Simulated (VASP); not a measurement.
# Co2O (P4_2/mnm) in VASP: notebook, part 2 of 2

VASP 6.6.1. Earlier steps stand in the parts before.

## (3) Single point, PBE, collinear spin, ferromagnetic start

This run uses another cell than the first one, of 10.57 Å³/atom.

File INCAR:

```
SYSTEM = Co2O
ALGO = Normal
EDIFF = 1E-6
ENCUT = 520
GGA = PE
ISIF = 2
ISMEAR = 0
ISPIN = 2
LASPH = .True.
LCHARG = .False.
LMAXMIX = 4
LORBIT = 11
LREAL = .False.
LWAVE = .False.
MAGMOM = 1.99 1.99 1.99 1.99 0.27 0.27
NBANDS = 37
NELM = 150
PREC = Accurate
SIGMA = 0.1
```

File KPOINTS:

```
k-points
0
Gamma
  4 4 6
  0 0 0
```

File POSCAR:

```
Co2O
1.0
    4.8720624829      0.0000000000      0.0000000000
    0.0000000000      4.8720624829      0.0000000000
    0.0000000000      0.0000000000      2.6715922691
Co O
4 2
Direct
    0.2737837247      0.2737837247      0.0000000000
    0.2262162753      0.7737837247      0.5000000000
    0.7262162753      0.7262162753      0.0000000000
    0.7737837247      0.2262162753      0.5000000000
    0.0000000000      0.0000000000      0.0000000000
    0.5000000000      0.5000000000      0.5000000000
```

Potentials or basis: VASP PAW PBE potentials, release 64 (Co, O).

Launch:

```sh
> cat potpaw_PBE.64/Co/POTCAR potpaw_PBE.64/O/POTCAR > POTCAR
> mpirun -np 1 vasp_std > vasp.out
```

OUTCAR:

```text
SYSTEM = Co2O
   EDIFF = 1E-6
   ENCUT = 520
   GGA = PE
   ISIF = 2
   ISMEAR = 0
   ISPIN = 2
   LASPH = .True.
   LORBIT = 11
   LREAL = .False.
   NELM = 150
   PREC = Accurate

 ion  position               nearest neighbor table
   1  0.274  0.274  0.000-   5 1.89   6 2.05   6 2.05   4 2.79   2 2.79   4 2.79   2 2.79   2 2.79
                             2 2.79   4 2.79   4 2.79   3 3.12
   2  0.226  0.774  0.500-   6 1.89   5 2.05   5 2.05   3 2.79   1 2.79   3 2.79   1 2.79   1 2.79
                             1 2.79   3 2.79   3 2.79   4 3.12
   3  0.726  0.726  0.000-   5 1.89   6 2.05   6 2.05   4 2.79   2 2.79   4 2.79   2 2.79   4 2.79
                             4 2.79   2 2.79   2 2.79   1 3.12
   4  0.774  0.226  0.500-   6 1.89   5 2.05   5 2.05   3 2.79   1 2.79   3 2.79   1 2.79   3 2.79
                             3 2.79   1 2.79   1 2.79   2 3.12
   5  0.000  0.000  0.000-   1 1.89   3 1.89   2 2.05   4 2.05   2 2.05   4 2.05
[... 2119 lines left out ...]
      3.76992      1.10214      1.33580         0.009212     -0.009212      0.000000
      0.00000      0.00000      0.00000         0.000000      0.000000     -0.000000
      2.43603      2.43603      1.33580         0.000000      0.000000     -0.000000
 -----------------------------------------------------------------------------------
    total drift:                                0.000000      0.000000     -0.000000

  FREE ENERGIE OF THE ION-ELECTRON SYSTEM (eV)
  ---------------------------------------------------
  free  energy   TOTEN  =       -38.9048917164 eV

  energy  without entropy=      -38.8734096258  energy(sigma->0) =      -38.88915067

 total charge

# of ion       s       p       d       tot
------------------------------------------
    1        0.347   0.408   7.310   8.065
    2        0.347   0.408   7.310   8.065
    3        0.347   0.408   7.310   8.065
    4        0.347   0.408   7.310   8.065
    5        1.555   3.468   0.000   5.022
    6        1.555   3.468   0.000   5.022
--------------------------------------------------
tot          4.498   8.567  29.239  42.303

 magnetization (x)

# of ion       s       p       d       tot
------------------------------------------
    1        0.006  -0.014   1.953   1.945
    2        0.006  -0.014   1.953   1.945
    3        0.006  -0.014   1.953   1.945
    4        0.006  -0.014   1.953   1.945
    5        0.021   0.212   0.000   0.232
    6        0.021   0.212   0.000   0.232
--------------------------------------------------
tot          0.064   0.369   7.814   8.247
```

OSZICAR:

```text
N       E                     dE             d eps       ncg     rms          rms(c)
DAV:   1     0.408825146381E+03    0.40883E+03   -0.21171E+04  3552   0.165E+03
DAV:   2     0.784840933801E+01   -0.40098E+03   -0.36665E+03  3590   0.360E+02
DAV:   3    -0.425831836477E+02   -0.50432E+02   -0.46179E+02  3870   0.142E+02
DAV:   4    -0.443869134887E+02   -0.18037E+01   -0.17907E+01  3895   0.283E+01
DAV:   5    -0.444239148513E+02   -0.37001E-01   -0.36994E-01  4531   0.352E+00    0.260E+01
DAV:   6    -0.419452032964E+02    0.24787E+01   -0.42655E+01  4683   0.866E+01    0.240E+01
DAV:   7    -0.388433097366E+02    0.31019E+01   -0.11008E+01  4616   0.529E+01    0.107E+01
DAV:   8    -0.389592390380E+02   -0.11593E+00   -0.13501E+00  3962   0.672E+00    0.583E+00
DAV:   9    -0.388926668157E+02    0.66572E-01   -0.98006E-02  5337   0.374E+00    0.980E-01
DAV:  10    -0.389056508209E+02   -0.12984E-01   -0.46830E-02  4302   0.187E+00    0.358E-01
DAV:  11    -0.389048028260E+02    0.84799E-03   -0.34088E-03  5109   0.614E-01    0.106E-01
DAV:  12    -0.389049013822E+02   -0.98556E-04   -0.78829E-04  3791   0.198E-01    0.604E-02
DAV:  13    -0.389048953493E+02    0.60329E-05   -0.58081E-05  4260   0.599E-02    0.359E-02
DAV:  14    -0.389048923507E+02    0.29986E-05   -0.16935E-05  4768   0.296E-02    0.163E-02
DAV:  15    -0.389048917164E+02    0.63429E-06   -0.61025E-06  3546   0.240E-02
   1 F= -.38904892E+02 E0= -.38889151E+02  d E =-.314821E-01  mag=     8.0785
```

It took 46 s on 1 thread of Intel Xeon 6975P-C (Granite Rapids), shared host; peak memory 0.23 GiB.

Results:

* Free energy: -38.9049 eV
* Pressure: -0.1 GPa
* Largest force: 0.013 eV/Å
* Net moment: 8.08 μB per cell
* Site moments: Co +1.95; O +0.23 μB
* Valence electrons inside the program's atomic spheres: Co 8.06; O 5.02

Forces on the atoms (eV/Å):
```
Co   0.009  0.009  0.000
Co  -0.009  0.009  0.000
Co  -0.009 -0.009  0.000
Co   0.009 -0.009  0.000
O    0.000  0.000  0.000
O    0.000  0.000  0.000
```

Caveat: the k points lie up to 0.39 Å⁻¹ apart. With open d or f shells a metallic result of PBE can be an artefact of self-interaction; +U or a hybrid may open a gap.

## (4) Relaxation of cell and atoms, PBE, collinear spin, ferromagnetic start

File INCAR:

```
ALGO = Normal
EDIFF = 1E-7
EDIFFG = -0.04
ENCUT = 600
GGA = PE
IBRION = 2
ISIF = 3
ISMEAR = 0
ISPIN = 2
LASPH = T
LCHARG = F
LMAXMIX = 4
LORBIT = 11
LREAL = F
LWAVE = F
MAGMOM = 1.99 1.99 1.99 1.99 0.27 0.27
NELM = 150
NSW = 90
PREC = Accurate
SIGMA = 0.1
```

File KPOINTS:

```
k-points
0
Gamma
  4 4 6
```

File POSCAR:

```
Co2O
1.0
    4.5000226382      0.0000000000      0.0000000000
    0.0000000000      4.5000226382      0.0000000000
    0.0000000000      0.0000000000      2.8984690872
Co O
4 2
Direct
    0.3060000000      0.3060000000      0.0000000000
    0.1940000000      0.8060000000      0.5000000000
    0.6940000000      0.6940000000      0.0000000000
    0.8060000000      0.1940000000      0.5000000000
    0.0000000000      0.0000000000      0.0000000000
    0.5000000000      0.5000000000      0.5000000000
```

Potentials or basis: VASP PAW PBE potentials, release 64 (Co, O).

Launch:

```sh
> cat potpaw_PBE.64/Co/POTCAR potpaw_PBE.64/O/POTCAR > POTCAR
> mpirun -np 1 vasp_std > vasp.out
```

OUTCAR:

```text
EDIFF = 1E-7
   EDIFFG = -0.04
   ENCUT = 600
   GGA = PE
   IBRION = 2
   ISIF = 3
   ISMEAR = 0
   ISPIN = 2
   LASPH = T
   LORBIT = 11
   LREAL = F
   NELM = 150
   NSW = 90
   PREC = Accurate

 ion  position               nearest neighbor table
   1  0.306  0.306  0.000-   6 1.90   6 1.90   5 1.95   3 2.47   4 2.72   2 2.72   4 2.72   2 2.72
                             2 2.72   2 2.72   4 2.72   4 2.72
   2  0.194  0.806  0.500-   5 1.90   5 1.90   6 1.95   4 2.47   1 2.72   1 2.72   3 2.72   3 2.72
                             1 2.72   1 2.72   3 2.72   3 2.72
   3  0.694  0.694  0.000-   6 1.90   6 1.90   5 1.95   1 2.47   4 2.72   2 2.72   4 2.72   2 2.72
                             4 2.72   4 2.72   2 2.72   2 2.72
   4  0.806  0.194  0.500-   5 1.90   5 1.90   6 1.95   2 2.47   3 2.72   1 2.72   3 2.72   1 2.72
                             3 2.72   3 2.72   1 2.72   1 2.72
   5  0.000  0.000  0.000-   2 1.90   4 1.90   2 1.90   4 1.90   3 1.95   1 1.95
   6  0.500  0.500  0.500-   1 1.90   3 1.90   1 1.90   3 1.90   2 1.95   4 1.95

  LATTYP: Found a simple tetragonal cell.
 ALAT       =     4.5000226382
 C/A-ratio  =     0.6441010013

  Lattice vectors:

 A1 = (   4.5000226382,   0.0000000000,   0.0000000000)
 A2 = (   0.0000000000,   4.5000226382,   0.0000000000)
 A3 = (   0.0000000000,   0.0000000000,   2.8984690872)

Analysis of symmetry for initial positions (statically):
=====================================================================
 Subroutine PRICEL returns:
 Original cell was already a primitive cell.

 Routine SETGRP: Setting up the symmetry group for a
 simple tetragonal supercell.
[... 398 lines left out ...]
  ---------------------------------------------------
  ext. energy  EPLUGINS =         0.00000000
  ---------------------------------------------------
  free energy    TOTEN  =       -38.90257860 eV

  energy without entropy =      -38.87125542  energy(sigma->0) =      -38.88691701

 E-fermi :   8.7296     XC(G=0): -12.4639

 val. band max:        8.7202176797   @ k =   0.2500   0.0000   0.3333
 cond. band min:       8.7349678604   @ k =   0.5000   0.5000   0.0000
 fundamental gap:      0.0147501806
 Fermi energy:         8.7295815422

 spin component 1

 k-point     1 :       0.0000    0.0000    0.0000
  band No.  band energies     occupation
      1     -12.9667      1.00000
      2     -12.3430      1.00000
      3      -0.1371      1.00000
      4      -0.1371      1.00000
      5       1.4991      1.00000
      6       1.4991      1.00000
[... 829 lines left out ...]
     31      13.8834      0.00000
     32      13.8834      0.00000
 Fermi energy:         8.7295815422

 spin component 2

 k-point     1 :       0.0000    0.0000    0.0000
  band No.  band energies     occupation
      1     -12.5674      1.00000
      2     -11.9265      1.00000
      3       0.2918      1.00000
      4       0.2918      1.00000
      5       1.9846      1.00000
      6       1.9846      1.00000
[... 862 lines left out ...]
  FREE ENERGIE OF THE ION-ELECTRON SYSTEM (eV)
  ---------------------------------------------------
  free  energy   TOTEN  =       -38.9025785972 eV

  energy  without entropy=      -38.8712554155  energy(sigma->0) =      -38.88691701

 reached required accuracy - stopping structural energy minimisation

 total charge

# of ion       s       p       d       tot
------------------------------------------
    1        0.347   0.409   7.311   8.068
    2        0.347   0.409   7.311   8.068
    3        0.347   0.409   7.311   8.068
    4        0.347   0.409   7.311   8.068
    5        1.553   3.470   0.000   5.023
    6        1.553   3.470   0.000   5.023
--------------------------------------------------
tot          4.496   8.577  29.244  42.317

 magnetization (x)

# of ion       s       p       d       tot
------------------------------------------
    1        0.006  -0.014   1.952   1.944
    2        0.006  -0.014   1.952   1.944
    3        0.006  -0.014   1.952   1.944
    4        0.006  -0.014   1.952   1.944
    5        0.021   0.212   0.000   0.233
    6        0.021   0.212   0.000   0.233
--------------------------------------------------
tot          0.064   0.369   7.809   8.242
```

Run time: 11 min. Hardware: 1 thread of Intel Xeon 6975P-C (Granite Rapids), shared host; peak memory 0.25 GiB.

What came out:

- Free energy: -38.9026 eV
- Relaxed volume: 10.54 Å³/atom
- Relaxed cell: a = 4.871 Å, b = 4.871 Å, c = 2.666 Å, α = 90.00°, β = 90.00°, γ = 90.00°
- Space group after relaxing (to 0.1 Å): P4_2/mnm (No. 136)
- Energy gained by relaxing: 179.4 meV/atom
- Ionic steps: 19
- Pressure after relaxing: 0.3 GPa
- Largest force after relaxing: 0.019 eV/Å
- Net moment: 8.08 μB per cell
- Site moments: Co +1.94; O +0.23 μB
- Valence electrons inside the program's atomic spheres: Co 8.07; O 5.02

Forces on the atoms (eV/Å):
```
Co  -0.013 -0.013  0.000
Co   0.013 -0.013  0.000
Co   0.013  0.013  0.000
Co  -0.013  0.013  0.000
O    0.000  0.000  0.000
O    0.000  0.000  0.000
```

Stress tensor (GPa, compression positive):
```
0.10 0.00 0.00
0.00 0.10 0.00
0.00 0.00 0.57
```

The path:
```tsv
step	energy change (eV)	largest force (eV/Å)	pressure (GPa)	volume (Å³)
1	0.0000	1.5855	21.50	58.69
2	-0.3639	0.3213	-12.08	70.56
3	-0.5551	0.5974	-2.47	65.60
4	-0.6299	0.4389	-0.76	64.78
5	-0.6857	0.0611	3.83	63.15
6	-0.7160	0.1567	3.72	63.21
7	-0.7851	0.5111	3.68	63.37
8	-0.7455	1.3850	4.80	63.58
9	-0.7999	0.7907	3.83	63.46
10	-0.8946	0.6794	1.23	64.08
11	-0.9906	0.4833	-4.44	65.64
12	-0.9917	0.5039	-3.78	65.44
13	-1.0301	0.4198	-2.38	64.65
14	-1.0660	0.2341	0.89	63.10
15	-1.0663	0.2116	1.30	62.93
16	-1.0719	0.1260	0.43	63.20
17	-1.0739	0.0388	-0.45	63.49
18	-1.0756	0.0163	-0.17	63.40
19	-1.0765	0.0188	0.26	63.26
```

Final structure:
```yaml
crystal:
  lattice:
    - [4.87139, 0.00000, 0.00000]
    - [0.00000, 4.87139, 0.00000]
    - [0.00000, 0.00000, 2.66588]
  atoms:
    - { symbol: Co, position: [0.27412, 0.27412, 0.00000] }
    - { symbol: Co, position: [0.22588, 0.77412, 0.50000] }
    - { symbol: Co, position: [0.72588, 0.72588, 0.00000] }
    - { symbol: Co, position: [0.77412, 0.22588, 0.50000] }
    - { symbol: O, position: [0.00000, 0.00000, 0.00000] }
    - { symbol: O, position: [0.50000, 0.50000, 0.50000] }
```

Caveat: the k points lie up to 0.39 Å⁻¹ apart in the final cell. With open d or f shells a metallic result of PBE can be an artefact of self-interaction; +U or a hybrid may open a gap.

## (5) The runs side by side

```csv
task,cell,cutoff (eV),gap on the mesh (eV),pressure (GPa),moment (μB),largest force (eV/Å)
single point,"a = 4.500, b = 4.500, c = 2.898 Å, 6 atoms, atomic positions A",520,none,21.7,7.86,1.59
single point,"a = 4.872, b = 4.872, c = 2.672 Å, 6 atoms, atomic positions B",520,none,-0.1,8.08,0.01
relaxation of cell and atoms,"relaxed from a = 4.500, b = 4.500, c = 2.898 Å, 6 atoms, atomic positions A",600,none,0.3,8.08,0.02
```

Alike in all rows: level PBE; potentials or basis VASP PAW PBE potentials, release 64 (Co, O); spin collinear, ferromagnetic start; k mesh 4 × 4 × 6; smearing gaussian 0.1 eV.

Caveats: all runs use coarse meshes; forces of over 1 eV/Å act on the atoms, so gaps and moduli don't describe the material at rest (at least some runs).

Absolute energies hang on the potentials; compare differences alone.
